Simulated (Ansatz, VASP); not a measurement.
# PbS: VASP beside Ansatz

INCAR

```
SYSTEM = PbS
PREC     = Accurate       ! precision mode
ENCUT    = 520            ! plane-wave cutoff, eV
EDIFF    = 1E-7           ! SCF threshold, eV
ISMEAR   = 0              ! smearing method
SIGMA    = 0.1            ! smearing width, eV
LREAL    = .False.        ! projectors in reciprocal space
LASPH    = .True.         ! aspherical terms in the spheres
NELM     = 100            ! most SCF steps
ALGO     = Normal         ! electronic algorithm
ISIF     = 2              ! what is computed and relaxed
LWAVE    = .False.        ! write WAVECAR
LCHARG   = .True.         ! write CHGCAR
GGA      = PS             ! functional
LELF     = .True.         ! ELF
LVHAR    = .True.       
NBANDS   = 17             ! bands
```

File KPOINTS:

```
Automatic mesh
0
Gamma
  10 10 10
  0 0 0
```

File POSCAR:

```
PbS
1.0
    3.8300576565      0.0000000000      0.0000000000
    0.0000000000      3.6108381165      0.0000000000
    0.0000000000      0.0000000000      3.8300576565
Pb S
1 1
Direct
    0.0000000000      0.0000000000      0.0000000000
    0.5000000000      0.5000000000      0.5000000000
```

Input for Ansatz:

```yaml
crystal:
  lattice:
    - [3.8300576565, 0.0, 0.0]
    - [0.0, 3.6108381165, 0.0]
    - [0.0, 0.0, 3.8300576565]
  atoms:
    - { symbol: Pb, position: [0.0, 0.0, 0.0] }
    - { symbol: S, position: [0.5, 0.5, 0.5] }
basis:
  ecutwfc: 420
kpoints:
  mp_grid: { grid: [10, 10, 10] }
hamiltonian:
  xc: pbesol
scf:
  occupations: { method: gaussian, width: 0.1 }
output:
  forces: true
  stress: true
  eigenvalues: true
```

Alike in both runs: task single point; functional PBEsol; k mesh 10 × 10 × 10; occupations gaussian, width 0.1 eV; no spin polarisation.

|  | VASP | Ansatz |
| --- | --- | --- |
| version | VASP 6.6.1 | Ansatz 0.2.0 |
| potentials or method | VASP PAW PBE potentials, release 64 (Pb_d, S), cutoff 520 eV | scalar-relativistic, plane waves, PAW |
| valence electrons in the cell | 20 | 20 |

```csv
,VASP,Ansatz,Ansatz less VASP
gap on the k mesh at the Fermi level (eV),none,none,-
pressure (GPa),-6.7,-6.7,+0.04
"traceless stress, the component that is largest in VASP (GPa)",2.49,2.50,+0.003
```

VASP's potentials were made for PBE, not for PBEsol. A gap of «none» marks a metal or a gap that the smearing closes.

Neither program's run includes spin-orbit coupling.
